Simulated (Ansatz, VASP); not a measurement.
## Te2Mo: VASP beside Ansatz

```xyz
12
Lattice="6.2875 0.0000 0.0000 0.0000 3.4457 0.0000 -0.9404 0.0000 13.7348" Properties=species:S:1:pos:R:3 pbc="T T T"
Te    5.3650    2.5843    8.3027
Te   -0.0180    0.8614    5.4321
Te    4.8769    0.8614   11.6938
Te    0.4701    2.5843    2.0410
Te    1.7433    2.5843   12.2995
Te    3.6038    0.8614    1.4353
Te    2.1768    0.8614    8.9057
Te    3.1702    2.5843    4.8292
Mo    4.2015    2.5843   13.6332
Mo    1.1455    0.8614    0.1016
Mo    3.8234    0.8614    6.7768
Mo    1.5236    2.5843    6.9581
```

Alike in both runs: task single point; functional PBE exchange alone; k mesh 4 × 8 × 2; occupations fermi-dirac, width 0.05 eV; no spin polarisation.

|  | VASP | Ansatz |
| --- | --- | --- |
| version | VASP 6.6.1 | Ansatz 0.2.0 |
| potentials or method | VASP PAW PBE potentials, release 64 (Te, Mo_sv) | Ansatz PAW |
| plane-wave cutoff (eV) | 520 | 420 |
| valence electrons in the cell | 104 | 184 |

Ansatz gave:

```
gap on the k mesh at the Fermi level (eV)                     : none
pressure (GPa)                                                : 19.0
traceless stress, the component that is largest in VASP (GPa) : -0.66
rms of the force components (eV/Å)                            : 0.607
```

Task: What did VASP give for the same quantities?

Result: gap on the k mesh at the Fermi level (eV): none; pressure (GPa): 19.1; traceless stress, the component that is largest in VASP (GPa): -0.67; rms of the force components (eV/Å): 0.619.

VASP's potentials were made for PBE, not for PBE exchange alone. Atom by atom the forces differ by 0.013 eV/Å (rms over components). A gap of «none» marks a metal or a gap that the smearing closes. With one functional, cell and mesh, what is left measures potentials, basis and numerics. VASP's potentials hold 104 valence electrons a cell and Ansatz's 184, so a difference there can come from the potentials and not from the codes.

Neither program's run includes spin-orbit coupling.
